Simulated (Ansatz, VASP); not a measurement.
## One calculation of PbSe, two programs

Contents of INCAR:

```
  PREC = Accurate
  ENCUT = 520
  EDIFF = 1E-7
  ISMEAR = -1
  SIGMA = 0.01
  LREAL = F
  LASPH = T
  NELM = 60
  ALGO = Normal
  ISIF = 2
  LWAVE = F
  LCHARG = F
  GGA = PE
  NBANDS = 17
```

File KPOINTS:

```
Automatic mesh
0
Gamma
  9 9 9
```

POSCAR

```
PbSe
1.0
    0.0000000000      3.0315285000      3.0621500000
    3.0315285000      0.0000000000      3.0621500000
    3.0315285000      3.0315285000      0.0000000000
Pb Se
1 1
Direct
    0.0000000000      0.0000000000      0.0000000000
    0.5000000000      0.5000000000      0.5000000000
```

Input for Ansatz:

```yaml
crystal:
  lattice:
    - [0.0, 3.0315285, 3.06215]
    - [3.0315285, 0.0, 3.06215]
    - [3.0315285, 3.0315285, 0.0]
  atoms:
    - { symbol: Pb, position: [0.0, 0.0, 0.0] }
    - { symbol: Se, position: [0.5, 0.5, 0.5] }
kpoints:
  mp_grid: { grid: [9, 9, 9] }
  band_path:
    path:
      - [0.0, 0.0, 0.0]
      - [0.0, 0.5, 0.5]
      - [0.25, 0.75, 0.5]
      - [0.0, 0.5, 0.0]
      - [0.0, 0.0, 0.0]
      - [0.5, 0.5, 0.0]
      - [0.3725125, 0.6274875, 0.0]
      - [-0.3725125, 0.3725125, 0.0]
      - [0.0, 0.0, 0.0]
    npoints: 5
scf:
  occupations: { method: fermi_dirac, width: 0.01 }
hamiltonian:
  xc: pbe
  pseudopotentials: { kind: all_electron, lapw: { basis_error: 0.00025 } }
output:
  forces: true
  stress: true
  eigenvalues: true
```

Change from the starting cell: equal xx and yy strain of -1 %.

Alike in both runs: task single point; functional PBE; k mesh 9 × 9 × 9; occupations fermi-dirac, width 0.01 eV; no spin polarisation.

```csv
,VASP,Ansatz
version,VASP 6.6.1,Ansatz 0.2.0
potentials or method,"VASP PAW PBE potentials, release 64 (Pb_d, Se), cutoff 520 eV","all-electron LAPW, scalar-relativistic"
```

|  | VASP | Ansatz | Ansatz less VASP |
| --- | --- | --- | --- |
| gap on the k mesh at the Fermi level (eV) | 0.67 | 0.67 | -0.002 |
| pressure (GPa) | 3.5 | 3.5 | +0.02 |
| traceless stress, the component that is largest in VASP (GPa) | -0.92 | -0.92 | +0.004 |

Ansatz ran all-electron here, and VASP with PAW potentials.

Spin-orbit coupling is off throughout.
